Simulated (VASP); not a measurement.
CaSe: relaxation of cell and atoms with r2SCAN+rVV10

Crystal: CaSe.

```
Ca Se
1.0
     3.59565    0.00000    0.00000
     0.00000    3.59565    0.00000
     0.00000    0.00000    3.59565
Ca Se
1 1
Cartesian
  0.0000 0.0000 0.0000
  1.7978 1.7978 1.7978
```

| Item | Value |
| --- | --- |
| Program | VASP 6.6.1 |
| Task | relaxation of cell and atoms |
| Functional | r2SCAN |
| Dispersion | rVV10 |
| Potentials or basis | VASP PAW PBE potentials, release 64 (Ca_sv, Se) |
| Cutoff | 550 eV |
| k mesh | 6 × 6 × 6 |
| Occupations | fermi-dirac, width 0.03 eV |
| Spin | no spin polarisation |
| Dipole correction | no |
| Further INCAR settings | ALGO = Normal; EDIFF = 1e-07; IBRION = 2; EDIFFG = -0.01; NSW = 100; ISIF = 3 |

- Relaxed volume: 23.81 Å³/atom
- Relaxed cell: a = 3.625 Å, b = 3.625 Å, c = 3.625 Å, α = 90.00°, β = 90.00°, γ = 90.00°
- Space group after relaxing (to 0.1 Å): Pm-3m (No. 221)
- Energy gained by relaxing: 2.5 meV/atom
- Ionic steps: 3
- Pressure after relaxing: 0.0 GPa
- Band gap on the k mesh: 1.19 eV

The path:
```csv
step,energy change (eV),largest force (eV/Å),pressure (GPa),volume (Å³)
1,0.0000,0.0000,1.44,46.49
2,-0.0047,0.0000,-0.34,47.91
3,-0.0050,0.0000,0.00,47.62
```

Final structure:
```
Ca Se
1.0
     3.62456    0.00000    0.00000
     0.00000    3.62456    0.00000
     0.00000    0.00000    3.62456
Ca Se
1 1
Cartesian
  0.0000 0.0000 0.0000
  1.8123 1.8123 1.8123
```

Levels at points of the mesh, in eV from the valence-band top:
| k point | band 5 | band 6 | band 7 | band 8 | band 9 | band 10 | band 11 | band 12 |
| --- | --- | --- | --- | --- | --- | --- | --- | --- |
| (0.00, 0.00, 0.00) | -13.53 | -0.90 | -0.90 | -0.90 | 1.48 | 1.48 | 2.90 | 4.89 |
| (0.50, 0.00, 0.00) | -12.74 | -5.02 | -1.06 | -1.06 | 2.46 | 5.17 | 5.32 | 5.37 |
| (0.50, 0.50, 0.00) | -12.41 | -3.68 | -3.68 | 0.00 | 1.19 | 3.48 | 3.62 | 3.62 |
| (0.50, 0.50, 0.50) | -11.79 | -3.82 | -3.82 | -3.82 | 4.35 | 4.35 | 4.35 | 5.96 |

Run time: 5 min on 1 thread of Intel Xeon 8259CL (shared host), peak memory 0.27 GiB.

Caveat: the PAW data sets were made with another functional, which shifts forces and pressure a little. A k mesh can miss the band edges.
